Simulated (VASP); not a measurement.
Here is a VASP 6.6.1 calculation.

The input INCAR:

```
PREC = Accurate ; ENCUT = 600
EDIFF = 1E-6 ; ISMEAR = 0
SIGMA = 0.1 ; LREAL = F
LASPH = T ; NELM = 150
ALGO = Normal ; ISIF = 3
LWAVE = F ; LCHARG = F
ISPIN = 2 ; MAGMOM = 2.81 1.71 1.71 0
LORBIT = 11 ; LMAXMIX = 4
GGA = PS ; IBRION = 2
NSW = 70 ; EDIFFG = -0.005
```

Contents of KPOINTS:

```
Automatic mesh
0
Gamma
  12 12 12
```

File POSCAR:

```
Fe3Ge
1.0
    0.0000000000      2.8606070607      2.8606070607
    2.8606070607      0.0000000000      2.8606070607
    2.8606070607      2.8606070607      0.0000000000
Fe Ge
3 1
Direct
    0.5000000000      0.5000000000      0.5000000000
    0.2500000000      0.2500000000      0.2500000000
    0.7500000000      0.7500000000      0.7500000000
    0.0000000000      0.0000000000      0.0000000000
```

Potentials or basis: VASP PAW PBE potentials, release 64 (Fe, Ge_d).

Launch:

```bash
$ cat potpaw_PBE.64/Fe/POTCAR potpaw_PBE.64/Ge_d/POTCAR > POTCAR
$ mpirun -np 1 vasp_std > vasp.out
```

What does it give for the relaxed cell?

a = 3.984 Å, b = 3.984 Å, c = 3.984 Å, α = 60.00°, β = 60.00°, γ = 60.00°.

What does it give for the space group after relaxing (to 0.05 Å)?

Fm-3m (No. 225).

What does it give for the relaxed volume?

11.18 Å³/atom.

Final structure:
```
CELL_PARAMETERS angstrom
0.00000 2.81736 2.81736
2.81736 0.00000 2.81736
2.81736 2.81736 0.00000
ATOMIC_POSITIONS crystal
Fe 0.50000 0.50000 0.50000
Fe 0.25000 0.25000 0.25000
Fe 0.75000 0.75000 0.75000
Ge 0.00000 0.00000 0.00000
```

Caveat: the PAW data sets were made with another functional, which shifts forces and pressure a little.
